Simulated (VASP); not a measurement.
Input of a VASP 6.6.1 run:

File INCAR:

```
PREC = Accurate
ENCUT = 520
EDIFF = 1E-8
ISMEAR = -1
SIGMA = 0.01
LREAL = F
LASPH = T
NELM = 100
ALGO = Normal
ISIF = 2
LWAVE = F
LCHARG = F
GGA = PE
LEFG = T
NBANDS = 16
```

The input KPOINTS:

```
regular mesh
0
Gamma
  8 8 8
```

File POSCAR:

```
ZnS
1.0
    0.0811395000      2.7452197500      2.7452197500
    2.7452197500      0.0811395000      2.7452197500
    2.7452197500      2.7452197500      0.0811395000
Zn S
1 1
Direct
    0.0000000000      0.0000000000      0.0000000000
    0.7500000000      0.7500000000      0.7500000000
```

Potentials or basis: VASP PAW PBE potentials, release 64 (Zn, S).

Command:

```bash
$ cat potpaw_PBE.64/Zn/POTCAR potpaw_PBE.64/S/POTCAR > POTCAR
$ mpirun -np 1 vasp_std > vasp.out
```

(1) Predict the pressure.

(2) Estimate the band gap on the k mesh.

Answers

(1) 1.8 GPa.

(2) 2.02 eV.

Caveat: the cell differs from its parent crystal (equal xy, yz and zx shear strains of +3 %); without QUAD_EFG the Cq values of the log hold for a quadrupole moment of 1 mb, not for the nuclei.
